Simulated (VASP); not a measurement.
The system is Al.

```
Al
1.0
     2.81245    0.00000    0.00000
    -1.40623    2.43566    0.00000
     0.00000    0.00000    4.86685
Al
2
Direct
  0.66667 0.33333 0.75000
  0.33333 0.66667 0.25000
```

Base run:

* Program: VASP 6.6.1
* Functional: LDA
* Potentials or basis: VASP PAW LDA potentials, release 64 (Al)
* Cutoff: 520 eV
* k mesh: 14 × 14 × 7
* Occupations: fermi-dirac, width 0.1 eV
* Spin: no spin polarisation

Its results: band gap on the k mesh zero (band 3 reaches 10.17 eV, above the bottom of band 4 at 4.85 eV); pressure -2.9 GPa.

Problem. The run is repeated on the same cell with these changes: functional from LDA to BLYP; potentials or basis from VASP PAW LDA potentials, release 64 (Al) to VASP PAW PBE potentials, release 64 (Al). What comes out?

Solution. Band gap on the k mesh zero (band 3 reaches 10.86 eV, above the bottom of band 4 at 5.55 eV); pressure 3.9 GPa.

Caveats: the PAW data sets were made with another functional, which shifts forces and pressure a little (some runs).
